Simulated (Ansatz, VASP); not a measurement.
# Two plane-wave programs on LiCl

```xyz
8
Lattice="3.6213 0.0000 0.0000 -1.8106 3.1361 0.0000 0.0000 0.0000 12.0207" Properties=species:S:1:pos:R:3 pbc="T T T"
Li    0.0000    2.0907   10.5388
Li    1.8106    1.0454    1.4819
Li    1.8106    1.0454    4.5285
Li    0.0000    2.0907    7.4922
Cl    1.8106    1.0454    9.0155
Cl    0.0000    0.0000    0.0000
Cl    0.0000    2.0907    3.0052
Cl    0.0000    0.0000    6.0103
```

Alike in both runs: functional PBE; k mesh 6 × 6 × 2; occupations gaussian, width 0.02 eV; no spin polarisation.

Ansatz relaxed the structure, and its values are those at the end. VASP's run is a single point on that final structure, the one shown.

```csv
,VASP,Ansatz
version,VASP 6.6.1,Ansatz 0.2.0
potentials or method,"VASP PAW PBE potentials, release 64 (Li_sv, Cl), cutoff 520 eV","scalar-relativistic, plane waves, PAW"
valence electrons in the cell,40,40
```

|  | VASP | Ansatz | Ansatz less VASP |
| --- | --- | --- | --- |
| gap on the k mesh at the Fermi level (eV) | 6.23 | 6.21 | -0.013 |
| least direct gap on the mesh (eV) | 6.23 | 6.21 | -0.013 |

The functional is the same, so the differences come from potentials, cutoffs and numerics.

Noted on VASP's run: the cutoff is short for stress, so the pressure is rough.
